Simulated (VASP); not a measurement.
# MgS: single point with PBE

MgS:

```xyz
4
Lattice="3.6454 0.0000 0.0000 -1.8227 3.1570 0.0000 0.0000 0.0000 6.1474" Properties=species:S:1:pos:R:3 pbc="T T T"
Mg    0.0000    0.0000    0.0000
Mg    0.0000    0.0000    3.0737
S     0.0000    2.1047    1.5368
S     1.8227    1.0523    4.6105
```

| Quantity | Value |
| --- | --- |
| Program | VASP 6.6.1 |
| Task | single point |
| Functional | PBE |
| Potentials or basis | VASP PAW PBE potentials, release 64 (Mg, S) |
| Cutoff | 520 eV |
| k mesh | 6 × 6 × 4 |
| Occupations | gaussian, width 0.01 eV |
| Spin | no spin polarisation |
| Dipole correction | no |
| Further INCAR settings | ALGO = Normal; EDIFF = 1e-07; NBANDS = 16 |

The pressure is 1.0 GPa and the band gap on the k mesh is 3.40 eV, indirect (least direct gap 3.53 eV).

Levels at points of the mesh, in eV from the valence-band top:
```csv
k point,band 4,band 5,band 6,band 7,band 8,band 9,band 10,band 11,band 12,band 13
"(0.00, 0.00, 0.00)",-0.48,-0.48,-0.24,0.00,0.00,3.53,4.65,6.81,7.83,7.83
"(0.50, 0.00, 0.00)",-3.60,-2.85,-1.70,-1.58,-0.61,4.05,4.40,4.93,6.95,8.14
"(0.00, 0.00, 0.50)",-3.00,-0.25,-0.25,-0.25,-0.25,4.81,4.81,7.57,7.57,7.57
"(0.50, 0.00, 0.50)",-4.52,-1.51,-1.51,-1.15,-1.15,4.00,4.00,5.30,5.30,8.94
```

It took 11 s on 1 thread of Intel(R) Xeon(R) 6975P-C (Granite Rapids), with other jobs on the host, peak memory 0.19 GiB.

A k mesh can miss the band edges. As with any semilocal functional, this PBE gap is likely too small.
